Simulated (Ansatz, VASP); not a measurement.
**One calculation of PbSe, two programs**

```
CELL_PARAMETERS angstrom
0.00000 3.10093 3.10093
3.10093 0.00000 3.10093
3.10093 3.10093 0.00000
ATOMIC_POSITIONS crystal
Pb 0.00000 0.00000 0.00000
Se 0.50000 0.50000 0.50000
```

Alike in both runs: task single point; functional PBE; k mesh 8 × 8 × 8; occupations fermi-dirac, width 0.05 eV; non-collinear spin, spin-orbit coupling.

|  | VASP | Ansatz |
| --- | --- | --- |
| version | VASP 6.6.1 | Ansatz 0.2.0 |
| potentials or method | VASP PAW PBE potentials, release 64 (Pb_d, Se) | Ansatz PAW |
| plane-wave cutoff (eV) | 520 | 420 |
| valence electrons in the cell | 20 | 30 |

```csv
,VASP,Ansatz,Ansatz less VASP
pressure (GPa),0.2,0.1,-0.10
```

The functional is the same, so the differences come from potentials, cutoffs and numerics. VASP's potentials hold 20 valence electrons a cell and Ansatz's 30, so a difference there can come from the potentials and not from the codes.
